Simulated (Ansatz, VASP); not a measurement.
Cd2C in VASP and in Ansatz

File INCAR:

```
SYSTEM = Cd2C
PREC = Accurate
ENCUT = 600
EDIFF = 1E-6
ISMEAR = 0
SIGMA = 0.1
LREAL = .FALSE.
LASPH = .TRUE.
NELM = 60
ALGO = Normal
ISIF = 3
LWAVE = .FALSE.
LCHARG = .FALSE.
GGA = PE
IBRION = 2
NSW = 100
EDIFFG = -0.01
```

The input KPOINTS:

```
regular mesh
0
G
  12 12 16
  0 0 0
```

File POSCAR:

```
Cd2C
1.0
    4.6781888262      0.0000000000      0.0000000000
   -2.3390944131      4.0514303672      0.0000000000
    0.0000000000      0.0000000000      2.9973329137
Cd C
2 1
Direct
    0.3333333333      0.6666666667      0.5000000000
    0.6666666667      0.3333333333      0.5000000000
    0.0000000000      0.0000000000      0.5000000000
```

Input for Ansatz:

```yaml
crystal:
  lattice:
    - [4.6781888262, 0.0, 0.0]
    - [-2.3390944131, 4.0514303672, 0.0]
    - [0.0, 0.0, 2.9973329137]
  atoms:
    - { symbol: Cd, position: [0.3333333333, 0.6666666667, 0.5] }
    - { symbol: Cd, position: [0.6666666667, 0.3333333333, 0.5] }
    - { symbol: C, position: [0.0, 0.0, 0.5] }
basis:
  ecutwfc: 420
kpoints:
  mp_grid: { grid: [12, 12, 16] }
hamiltonian:
  xc: pbe
scf:
  occupations: { method: gaussian, width: 0.1 }
output:
  forces: true
  stress: true
  eigenvalues: true
  write_density: true
  write_potential: true
  elf: true
  volumetric_format: npy
relax:
  adjacent_minimum: "off"
  f_tol: 0.01
  max_steps: 80
  cell: { stress_tol: 0.05 }
```

Alike in both runs: task relaxation of cell and atoms; functional PBE; k mesh 12 × 12 × 16; occupations gaussian, width 0.1 eV; no spin polarisation.

|  | VASP | Ansatz |
| --- | --- | --- |
| version | VASP 6.6.1 | Ansatz 0.2.0 |
| potentials or method | VASP PAW PBE potentials, release 64 (Cd, C), cutoff 600 eV | scalar-relativistic, plane waves, PAW |
| valence electrons in the cell | 28 | 44 |

Ansatz gave:

- gap on the k mesh at the Fermi level, each at its own relaxed structure (eV): none
- relaxed volume (Å³/atom): 18.97
- relaxed cell length with the largest relative difference (Å): 4.677

Question: What did VASP give for the same quantities?

Answer: gap on the k mesh at the Fermi level, each at its own relaxed structure (eV): none; relaxed volume (Å³/atom): 19.06; relaxed cell length with the largest relative difference (Å): 4.691.

A gap of «none» marks a metal or a gap that the smearing closes. VASP's potentials hold 28 valence electrons a cell and Ansatz's 44, so a difference there can come from the potentials and not from the codes.
